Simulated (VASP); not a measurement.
A run of VASP 6.6.1 is set up as follows.

INCAR

```
SYSTEM = Mg
ALGO = Fast
EDIFF = 1E-6
ENCUT = 520
GGA = PE
ISIF = 2
ISMEAR = 0
LASPH = .TRUE.
LCHARG = .FALSE.
LREAL = .FALSE.
LWAVE = .FALSE.
NBANDS = 10
NELM = 100
PREC = Accurate
SIGMA = 0.05
```

The input KPOINTS:

```
k-points
0
G
  12 12 12
  0 0 0
```

File POSCAR:

```
Mg
1.0
    1.5926943142      0.9195424911      7.6998773267
   -1.5926943142      0.9195424911      7.6998773267
    0.0000000000     -1.8390849821      7.6998773267
Mg
3
Direct
    0.0470900155     -0.0470900155      0.0000000000
    0.2219355900      0.2219355900      0.2219355900
    0.7780644100      0.7780644100      0.7780644100
```

Potentials or basis: VASP PAW PBE potentials, release 64 (Mg).

Run with:

```bash
$ cat potpaw_PBE.64/Mg/POTCAR > POTCAR
$ mpirun -np 1 vasp_std > vasp.out
```

Task: Estimate the largest force.

Result: 0.115 eV/Å.

Task: Predict the pressure.

Result: 0.6 GPa.

Forces in eV/Å, atoms in the order of the input:
```
Mg  -0.115  0.000  0.000
Mg   0.057 -0.009  0.001
Mg   0.057  0.009 -0.001
```
